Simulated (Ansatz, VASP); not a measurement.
# Two plane-wave programs on Si

File INCAR:

```
  PREC = Accurate
  ENCUT = 520
  EDIFF = 1E-6
  ISMEAR = 0
  SIGMA = 0.05
  LREAL = F
  LASPH = T
  NELM = 60
  ALGO = Normal
  ISIF = 2
  LWAVE = F
  LCHARG = T
  GGA = PE
  LELF = T
  LVHAR = T
  NBANDS = 16
```

Contents of KPOINTS:

```
Automatic mesh
0
Gamma
  12 12 6
```

POSCAR

```
Si
1.0
    3.7865833161      0.0000000000      0.0000000000
   -1.8932916580      3.2792773453      0.0000000000
    0.0000000000      0.0000000000      6.5833537533
Si
4
Direct
    0.3333333333      0.6666666667      0.0629320729
    0.6666666667      0.3333333333      0.5629320729
    0.3333333333      0.6666666667      0.4370679271
    0.6666666667      0.3333333333      0.9370679271
```

Input for Ansatz:

```yaml
crystal:
  lattice:
    - [3.7865833161, 0.0, 0.0]
    - [-1.893291658, 3.2792773453, 0.0]
    - [0.0, 0.0, 6.5833537533]
  atoms:
    - { symbol: Si, position: [0.3333333333, 0.6666666667, 0.0629320729] }
    - { symbol: Si, position: [0.6666666667, 0.3333333333, 0.5629320729] }
    - { symbol: Si, position: [0.3333333333, 0.6666666667, 0.4370679271] }
    - { symbol: Si, position: [0.6666666667, 0.3333333333, 0.9370679271] }
basis:
  ecutwfc: 420
kpoints:
  mp_grid: { grid: [12, 12, 6] }
hamiltonian:
  xc: pbe
  pseudopotentials: { kind: paw, azcp: { folder: soft_1 } }
scf:
  occupations: { method: gaussian, width: 0.05 }
output:
  forces: true
  stress: true
  eigenvalues: true
```

Alike in both runs: task single point; functional PBE; k mesh 12 × 12 × 6; occupations gaussian, width 0.05 eV; no spin polarisation.

```csv
,VASP,Ansatz
version,VASP 6.6.1,Ansatz 0.2.0
potentials or method,"VASP PAW PBE potentials, release 64 (Si), cutoff 520 eV","scalar-relativistic, plane waves, PAW"
valence electrons in the cell,16,16
```

|  | VASP | Ansatz | Ansatz less VASP |
| --- | --- | --- | --- |
| gap on the k mesh at the Fermi level (eV) | 0.60 | 0.60 | +0.001 |
| least direct gap on the mesh (eV) | 1.44 | 1.44 | -0.002 |
| pressure (GPa) | 0.2 | 0.3 | +0.06 |
| traceless stress, the component that is largest in VASP (GPa) | -6.77 | -6.75 | +0.021 |
| rms of the force components (eV/Å) | 0.246 | 0.248 | +0.0023 |

Atom by atom the forces differ by 0.002 eV/Å (rms over components).
